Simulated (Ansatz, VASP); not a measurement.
Two plane-wave programs on Sb

```
Sb
1.0
     3.38847    0.00000    0.00000
     0.00000    4.79202    0.00000
     0.00000    0.00000   21.08270
Sb
4
Direct
  0.25000 0.25000 0.37946
  0.75000 0.75000 0.45982
  0.25000 0.25000 0.54018
  0.75000 0.75000 0.62054
```

Alike in both runs: task single point; functional PBE; k mesh 10 × 7 × 1; occupations fermi-dirac, width 0.08 eV; no spin polarisation.

|  | VASP | Ansatz |
| --- | --- | --- |
| version | VASP 6.6.1 | Ansatz 0.2.0 |
| potentials or method | VASP PAW PBE potentials, release 64 (Sb) | PAW with Ansatz's default frozen-core files, scalar-relativistic |
| plane-wave cutoff (eV) | 520 | 420 |
| valence electrons in the cell | 20 | 60 |

|  | VASP | Ansatz | Ansatz less VASP |
| --- | --- | --- | --- |
| rms of the force components (eV/Å) | 0.227 | 0.226 | -0.0009 |

Atom by atom the forces differ by 0.005 eV/Å (rms over components). VASP's potentials hold 20 valence electrons a cell and Ansatz's 60, so a difference there can come from the potentials and not from the codes.

Spin-orbit coupling is off throughout.
